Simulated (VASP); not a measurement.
# BP (F-43m) in VASP: further runs, part 2 of 2

VASP 6.6.1. The steps go on from the part before.

### 4 Vibrations by perturbation theory, LDA

This run uses another cell than the first one, of 11.19 Å³/atom, 1.041 times its volume.

Contents of INCAR:

```
PREC = Accurate
ENCUT = 520
EDIFF = 1E-8
ISMEAR = 0
SIGMA = 0.01
LREAL = F
LASPH = T
NELM = 100
ALGO = Normal
ISIF = 2
LWAVE = F
LCHARG = F
GGA = CA
IBRION = 8
NSW = 1
```

Contents of KPOINTS:

```
regular mesh
0
Gamma
  8 8 8
```

Contents of POSCAR:

```
BP
1.0
    2.2369838126      2.2369838126      0.0000000000
   -2.2369838126      2.2369838126      0.0000000000
    0.0000000000      2.2369838126      2.2369838126
B P
1 1
Direct
    0.0000000000      0.0000000000      0.0000000000
    0.7500000000      0.2500000000      0.5000000000
```

Potentials or basis: VASP PAW LDA potentials, release 64 (B, P).

The run is started by

```sh
$ cat potpaw_LDA.64/B/POTCAR potpaw_LDA.64/P/POTCAR > POTCAR
$ mpirun -np 1 vasp_std > vasp.out
```

OUTCAR:

```text
PREC = Accurate
   ENCUT = 520
   EDIFF = 1E-8
   ISMEAR = 0
   LREAL = F
   LASPH = T
   NELM = 100
   ISIF = 2
   GGA = CA
   IBRION = 8
   NSW = 1

 ion  position               nearest neighbor table
   1  0.000  0.000  0.000-   2 1.94   2 1.94   2 1.94   2 1.94
   2  0.750  0.250  0.500-   1 1.94   1 1.94   1 1.94   1 1.94

  LATTYP: Found a face centered cubic cell.
 ALAT       =     4.4739676252

  Lattice vectors:

 A1 = (   0.0000000000,   2.2369838126,   2.2369838126)
 A2 = (   2.2369838126,   0.0000000000,   2.2369838126)
 A3 = (   2.2369838126,   2.2369838126,   0.0000000000)

Analysis of symmetry for initial positions (statically):
=====================================================================
 Subroutine PRICEL returns:
 Original cell was already a primitive cell.

 Routine SETGRP: Setting up the symmetry group for a
 face centered cubic supercell.

 Subroutine GETGRP returns: Found 24 space group operations
 (whereof 24 operations were pure point group operations)
 out of a pool of 48 trial point group operations.

The static configuration has the point symmetry T_d .

Analysis of symmetry for dynamics (positions and initial velocities):
=====================================================================
 Subroutine PRICEL returns:
 Original cell was already a primitive cell.

 Routine SETGRP: Setting up the symmetry group for a
 face centered cubic supercell.

 Subroutine GETGRP returns: Found 24 space group operations
 (whereof 24 operations were pure point group operations)
 out of a pool of 48 trial point group operations.

The dynamic configuration has the point symmetry T_d .

 Subroutine INISYM returns: Found 24 space group operations
 (whereof 24 operations are pure point group operations),
 and found     1 'primitive' translations

----------------------------------------------------------------------------------------

                                     Primitive cell

  volume of cell :      22.3882

  direct lattice vectors                    reciprocal lattice vectors
     2.236983813  2.236983813  0.000000000     0.223515252  0.223515252 -0.223515252
    -2.236983813  2.236983813  0.000000000    -0.223515252  0.223515252 -0.223515252
     0.000000000  2.236983813  2.236983813     0.000000000  0.000000000  0.447030503

  length of vectors
     3.163572847  3.163572847  3.163572847     0.387139772  0.387139772  0.447030503

  position of ions in fractional coordinates (direct lattice)
     0.000000000  0.000000000  0.000000000
     0.750000000  0.250000000  0.500000000

  ion indices of the primitive-cell ions
   primitive index   ion index
                 1           1
                 2           2

----------------------------------------------------------------------------------------

 KPOINTS: regular mesh

[... 123 lines left out ...]

 k-point     1 :       0.0000    0.0000    0.0000
  band No.  band energies     occupation
      1      -7.8482      2.00000
      2       7.9227      2.00000
      3       7.9227      2.00000
      4       7.9227      2.00000
      5      11.3702      0.00000
      6      11.3702      0.00000
      7      11.3702      0.00000
      8      15.9500      0.00000
[... 243 lines left out ...]
 k-point    24 :       0.5000    0.2500    0.1250
  band No.  band energies     occupation
      1      -3.6711      2.00000
      2      -0.7552      2.00000
      3       3.2893      2.00000
      4       4.6830      2.00000
      5      12.0446      0.00000
      6      13.2475      0.00000
      7      16.4561      0.00000
      8      17.8754      0.00000

 [... further k-points ...]
[... 5 lines left out ...]
  --------------------------------------------------------------------------------------
  -------------------------------------------------------------------------------------
  Total        0.2625373      0.2625373      0.2625373     -0.0000000     -0.0000000     -0.0000000
  in kB       18.7881126     18.7881126     18.7881126     -0.0000000     -0.0000000     -0.0000000
  external PRESSURE =      18.7881126 kB  Pullay stress =       0.0000000 kB

 VOLUME and BASIS-vectors are now :
 -----------------------------------------------------------------------------
  energy-cutoff  :      520.00
  volume of cell :       22.39
      direct lattice vectors                 reciprocal lattice vectors
     2.236983813  2.236983813  0.000000000     0.223515252  0.223515252 -0.223515252
    -2.236983813  2.236983813  0.000000000    -0.223515252  0.223515252 -0.223515252
     0.000000000  2.236983813  2.236983813     0.000000000  0.000000000  0.447030503

 POSITION                                       TOTAL-FORCE (eV/Angst)
 -----------------------------------------------------------------------------------
      0.00000      0.00000      0.00000        -0.000000      0.000000      0.000000
      1.11849      3.35548      1.11849         0.000000     -0.000000      0.000000
 -----------------------------------------------------------------------------------
    total drift:                                0.000000      0.000000     -0.000000

  FREE ENERGIE OF THE ION-ELECTRON SYSTEM (eV)
  ---------------------------------------------------
  free  energy   TOTEN  =       -14.3959282932 eV

  energy  without entropy=      -14.3959282932  energy(sigma->0) =      -14.39592829

[... ionic steps 2 to 3 ...]

--------------------------------------- Ionic step        4  -------------------------------------------

------------------------ aborting loop because EDIFF is reached ----------------------------------------

[... ionic steps 5 to 6 ...]

--------------------------------------- Ionic step        7  -------------------------------------------

 Free energy of the ion-electron system (eV)
  ---------------------------------------------------
  ---------------------------------------------------
  free energy    TOTEN  =        -0.04117272 eV

  energy without entropy =       -0.04117272

------------------------ aborting loop because EDIFF is reached ----------------------------------------

 INTERNAL STRAIN TENSOR  FOR ION    2  DIRECTION 1   (eV/Angst):
 -----------------------------------------------------------------------------
     0.00692 -0.00000  0.00000
     0.00000 -0.00996  8.05713
    -0.00000  8.05713 -0.00996

 INTERNAL STRAIN TENSOR FOR ION    2 for displacements in x,y,z  (eV/Angst):
          X           Y           Z          XY          YZ          ZX
  --------------------------------------------------------------------------------
  x     0.00000    -0.00000    -0.00000     0.00000     8.05713    -0.00000
  y     0.00000     0.00000     0.00000    -0.00000     0.00000     8.05713
  z    -0.00000    -0.00000     0.00000     8.05713    -0.00000     0.00000

 SECOND DERIVATIVES (NOT SYMMETRIZED)
 ------------------------------------
               1X          1Y          1Z          2X          2Y          2Z
  1X   -20.232751    0.000000    0.000000   20.232751    0.000000    0.000000
  1Y     0.000000  -20.232751    0.000000    0.000000   20.232751    0.000000
  1Z     0.000000    0.000000  -20.232751    0.000000    0.000000   20.232751
  2X    20.232646    0.000000   -0.000000  -20.232646   -0.000000    0.000000
  2Y    -0.000000   20.232646    0.000000    0.000000  -20.232646   -0.000000
  2Z    -0.000000    0.000000   20.232646    0.000000   -0.000000  -20.232646

 Eigenvectors and eigenvalues of the dynamical matrix
 ----------------------------------------------------

   1 f  =   24.840282 THz   156.076095 2PiTHz  828.582622 cm-1   102.731106 meV
             X         Y         Z           dx          dy          dz
      0.000000  0.000000  0.000000     0.000000   -0.860971    0.000000
      1.118492  3.355476  1.118492    -0.000000    0.508653    0.000000
[... 21 lines left out ...]
   6 f/i=    0.000028 THz     0.000176 2PiTHz    0.000935 cm-1     0.000116 meV
             X         Y         Z           dx          dy          dz
      0.000000  0.000000  0.000000     0.496078    0.112404   -0.000000
      1.118492  3.355476  1.118492     0.839686    0.190261    0.000000

--------------------------------------------------------------------------------------------------------

 ELASTIC MODULI CONTR FROM IONIC RELAXATION (kBar)
 Direction    XX          YY          ZZ          XY          YZ          ZX
 --------------------------------------------------------------------------------
 XX          -0.0000     -0.0000      0.0000      0.0000     -0.0000     -0.0000
 YY          -0.0000     -0.0000     -0.0000      0.0000      0.0000     -0.0000
 ZZ           0.0000     -0.0000     -0.0000     -0.0000      0.0000     -0.0000
 XY           0.0000      0.0000     -0.0000   -241.4385      0.0000      0.0000
 YZ          -0.0000      0.0000      0.0000      0.0000   -241.4385      0.0000
 ZX          -0.0000     -0.0000     -0.0000      0.0000      0.0000   -241.4385
 --------------------------------------------------------------------------------
```

stdout:

```text
POSCAR found type information on POSCAR B P
 POSCAR found :  2 types and       2 ions
 scaLAPACK will be used
 LDA part: xc-table for (Slater(with rela. corr.)+CA(PZ))
 , standard interpolation
 POSCAR, INCAR and KPOINTS ok, starting setup
 FFT: planning ... GRIDC
 FFT: planning ... GRID_SOFT
 FFT: planning ... GRID
 WAVECAR not read
 entering main loop
 Linear response reoptimize wavefunctions to high precision
 Linear response DOF=           2
 Linear response progress:
 first order change of Fermi-energy  -0.25206E-03
 force on displaced ion       1 direction 1 : -20.233  -0.000  -0.000
 Linear response progress:
 first order change of Fermi-energy  -0.19811E-03
 force on displaced ion       2 direction 1 : -20.233   0.000  -0.000
 Linear response finished
```

Wall time 17 s (1 thread of Intel Xeon 6975P-C (Granite Rapids), shared host); peak memory 0.16 GiB.

What came out:

```
Highest phonon frequency at Γ, LO-TO splitting left out : 829 cm⁻¹
```

Phonon frequencies in cm⁻¹ (negative: imaginary):
| q point | frequencies |
| --- | --- |
| (0.000, 0.000, 0.000) | 0 0 0 829 829 829 |

Caveat: the cell wasn't relaxed at this level first, which shifts response properties.

### 5 Vibrations by perturbation theory, LDA

This run uses another cell than the first one, of 11.08 Å³/atom, 1.030 times its volume.

INCAR is that of step 4.

KPOINTS is that of step 4.

Contents of POSCAR:

```
BP
1.0
    2.2291254471      2.2291254471      0.0000000000
   -2.2291254471      2.2291254471      0.0000000000
    0.0000000000      2.2291254471      2.2291254471
B P
1 1
Direct
    0.0000000000      0.0000000000      0.0000000000
    0.7500000000      0.2500000000      0.5000000000
```

Potentials or basis: VASP PAW LDA potentials, release 64 (B, P).

The run is started by

```sh
$ cat potpaw_LDA.64/B/POTCAR potpaw_LDA.64/P/POTCAR > POTCAR
$ mpirun -np 1 vasp_std > vasp.out
```

OUTCAR:

```text
PREC = Accurate
   ENCUT = 520
   EDIFF = 1E-8
   ISMEAR = 0
   LREAL = F
   LASPH = T
   NELM = 100
   ISIF = 2
   GGA = CA
   IBRION = 8
   NSW = 1

 ion  position               nearest neighbor table
   1  0.000  0.000  0.000-   2 1.93   2 1.93   2 1.93   2 1.93
   2  0.750  0.250  0.500-   1 1.93   1 1.93   1 1.93   1 1.93

  LATTYP: Found a face centered cubic cell.
 ALAT       =     4.4582508942

  Lattice vectors:

 A1 = (   0.0000000000,   2.2291254471,   2.2291254471)
 A2 = (   2.2291254471,   0.0000000000,   2.2291254471)
 A3 = (   2.2291254471,   2.2291254471,   0.0000000000)

Analysis of symmetry for initial positions (statically):
=====================================================================
 Subroutine PRICEL returns:
 Original cell was already a primitive cell.

 Routine SETGRP: Setting up the symmetry group for a
 face centered cubic supercell.

 Subroutine GETGRP returns: Found 24 space group operations
 (whereof 24 operations were pure point group operations)
[... 491 lines left out ...]
 -----------------------------------------------------------------------------
     0.00655  0.00000 -0.00000
     0.00000 -0.00982  8.54140
     0.00000  8.54140 -0.00982

 INTERNAL STRAIN TENSOR FOR ION    2 for displacements in x,y,z  (eV/Angst):
          X           Y           Z          XY          YZ          ZX
  --------------------------------------------------------------------------------
  x     0.00000    -0.00000    -0.00000     0.00000     8.54140     0.00000
  y     0.00000     0.00000     0.00000     0.00000     0.00000     8.54140
  z    -0.00000    -0.00000     0.00000     8.54140     0.00000     0.00000

 SECOND DERIVATIVES (NOT SYMMETRIZED)
 ------------------------------------
               1X          1Y          1Z          2X          2Y          2Z
  1X   -20.664478    0.000000   -0.000000   20.664478   -0.000000    0.000000
  1Y    -0.000000  -20.664478    0.000000    0.000000   20.664478   -0.000000
  1Z    -0.000000    0.000000  -20.664478    0.000000   -0.000000   20.664478
  2X    20.660921   -0.000000    0.000000  -20.660921    0.000000   -0.000000
  2Y     0.000000   20.660921   -0.000000   -0.000000  -20.660921    0.000000
  2Z     0.000000   -0.000000   20.660921   -0.000000    0.000000  -20.660921

 Eigenvectors and eigenvalues of the dynamical matrix
 ----------------------------------------------------

   1 f  =   25.103362 THz   157.729078 2PiTHz  837.358040 cm-1   103.819119 meV
             X         Y         Z           dx          dy          dz
      0.000000  0.000000  0.000000     0.000000   -0.860990   -0.000000
      1.114563  3.343688  1.114563    -0.000000    0.508622    0.000000
[... 21 lines left out ...]
   6 f/i=    0.000946 THz     0.005944 2PiTHz    0.031558 cm-1     0.003913 meV
             X         Y         Z           dx          dy          dz
      0.000000  0.000000  0.000000    -0.359650   -0.359650   -0.000000
      1.114563  3.343688  1.114563    -0.608812   -0.608812    0.000000

--------------------------------------------------------------------------------------------------------

 ELASTIC MODULI CONTR FROM IONIC RELAXATION (kBar)
 Direction    XX          YY          ZZ          XY          YZ          ZX
 --------------------------------------------------------------------------------
 XX          -0.0000     -0.0000     -0.0000     -0.0000      0.0000     -0.0000
 YY          -0.0000     -0.0000     -0.0000     -0.0000     -0.0000      0.0000
 ZZ          -0.0000     -0.0000     -0.0000     -0.0000     -0.0000     -0.0000
 XY          -0.0000     -0.0000     -0.0000   -267.9292     -0.0000     -0.0000
 YZ           0.0000     -0.0000     -0.0000     -0.0000   -267.9292      0.0000
 ZX          -0.0000      0.0000     -0.0000     -0.0000      0.0000   -267.9292
 --------------------------------------------------------------------------------
```

Wall time 16 s (1 thread of Intel Xeon 6975P-C (Granite Rapids), shared host); peak memory 0.16 GiB.

What came out:

- Highest phonon frequency at Γ, LO-TO splitting left out: 837 cm⁻¹

Phonon frequencies in cm⁻¹ (negative: imaginary):
| q point | frequencies |
| --- | --- |
| (0.000, 0.000, 0.000) | 0 0 0 837 837 837 |

Caveat: the cell wasn't relaxed at this level first, which shifts response properties.

### 6 Vibrations by perturbation theory, LDA

This run uses another cell than the first one, of 10.91 Å³/atom, 1.015 times its volume.

Contents of INCAR:

```
SYSTEM = BP
PREC = Accurate ; ENCUT = 520
EDIFF = 1E-8 ; ISMEAR = 0
SIGMA = 0.01 ; LREAL = .FALSE.
LASPH = .TRUE. ; NELM = 80
ALGO = Normal ; ISIF = 2
LWAVE = .FALSE. ; LCHARG = .TRUE.
NBANDS = 11 ; IBRION = 8
NSW = 1
```

Contents of KPOINTS:

```
regular mesh
0
G
  8 8 8
  0 0 0
```

Contents of POSCAR:

```
BP
1.0
    2.2176630265      2.2176630265      0.0000000000
   -2.2176630265      2.2176630265      0.0000000000
    0.0000000000      2.2176630265      2.2176630265
B P
1 1
Direct
    0.0000000000      0.0000000000      0.0000000000
    0.7500000000      0.2500000000      0.5000000000
```

Potentials or basis: VASP PAW LDA potentials, release 64 (B, P).

The run is started by

```sh
$ cat potpaw_LDA.64/B/POTCAR potpaw_LDA.64/P/POTCAR > POTCAR
$ mpirun -np 1 vasp_std > vasp.out
```

OUTCAR:

```text
SYSTEM = BP
   PREC = Accurate
   ENCUT = 520
   EDIFF = 1E-8
   ISMEAR = 0
   LREAL = .FALSE.
   LASPH = .TRUE.
   NELM = 80
   ISIF = 2
   IBRION = 8
   NSW = 1

 ion  position               nearest neighbor table
   1  0.000  0.000  0.000-   2 1.92   2 1.92   2 1.92   2 1.92
   2  0.750  0.250  0.500-   1 1.92   1 1.92   1 1.92   1 1.92

  LATTYP: Found a face centered cubic cell.
 ALAT       =     4.4353260530

  Lattice vectors:

[... 590 lines left out ...]
 ------------------------------------
               1X          1Y          1Z          2X          2Y          2Z
  1X   -21.311244    0.000000    0.000000   21.311244    0.000000    0.000000
  1Y     0.000000  -21.311244    0.000000    0.000000   21.311244    0.000000
  1Z     0.000000    0.000000  -21.311244    0.000000    0.000000   21.311244
  2X    21.311737    0.000000    0.000000  -21.311737    0.000000    0.000000
  2Y     0.000000   21.311737    0.000000    0.000000  -21.311737    0.000000
  2Z     0.000000    0.000000   21.311737    0.000000    0.000000  -21.311737

 Eigenvectors and eigenvalues of the dynamical matrix
 ----------------------------------------------------

   1 f  =   25.493828 THz   160.182445 2PiTHz  850.382562 cm-1   105.433953 meV
             X         Y         Z           dx          dy          dz
      0.000000  0.000000  0.000000    -0.000000   -0.000000    0.860968
      1.108832  3.326495  1.108832    -0.000000   -0.000000   -0.508659
[... 21 lines left out ...]
   6 f/i=    0.000129 THz     0.000812 2PiTHz    0.004311 cm-1     0.000535 meV
             X         Y         Z           dx          dy          dz
      0.000000  0.000000  0.000000     0.470166   -0.193793    0.011031
      1.108832  3.326495  1.108832     0.795815   -0.328019    0.018671

--------------------------------------------------------------------------------------------------------

 ELASTIC MODULI CONTR FROM IONIC RELAXATION (kBar)
 Direction    XX          YY          ZZ          XY          YZ          ZX
 --------------------------------------------------------------------------------
 XX          -0.0000     -0.0000     -0.0000      0.0000     -0.0000     -0.0000
 YY          -0.0000     -0.0000     -0.0000      0.0000      0.0000      0.0000
 ZZ          -0.0000     -0.0000     -0.0000     -0.0000      0.0000     -0.0000
 XY           0.0000      0.0000     -0.0000   -309.7220     -0.0000     -0.0000
 YZ          -0.0000      0.0000      0.0000     -0.0000   -309.7220     -0.0000
 ZX          -0.0000      0.0000     -0.0000     -0.0000     -0.0000   -309.7220
 --------------------------------------------------------------------------------
```

stdout:

```text
POSCAR found type information on POSCAR B P
 POSCAR found :  2 types and       2 ions
 scaLAPACK will be used
 LDA part: xc-table for (Slater(with rela. corr.)+CA(PZ))
 , standard interpolation
 POSCAR, INCAR and KPOINTS ok, starting setup
 FFT: planning ... GRIDC
 FFT: planning ... GRID_SOFT
 FFT: planning ... GRID
 WAVECAR not read
 entering main loop
 Linear response reoptimize wavefunctions to high precision
 Linear response DOF=           2
 Linear response progress:
 first order change of Fermi-energy  -0.20509E-03
 force on displaced ion       1 direction 1 : -21.311  -0.000  -0.000
 Linear response progress:
 first order change of Fermi-energy  -0.24122E-03
 force on displaced ion       2 direction 1 : -21.312   0.000   0.000
 Linear response finished
```

Run time: 20 s. Hardware: 1 thread of Intel Xeon 6975P-C (Granite Rapids), shared host; peak memory 0.17 GiB.

Results:

| Quantity | Value |
| --- | --- |
| Highest phonon frequency at Γ, LO-TO splitting left out | 850 cm⁻¹ |

Phonon frequencies in cm⁻¹ (negative: imaginary):
```csv
q point,frequencies
"(0.000, 0.000, 0.000)",0 0 0 850 850 850
```

Caveat: the cell wasn't relaxed at this level first, which shifts response properties.
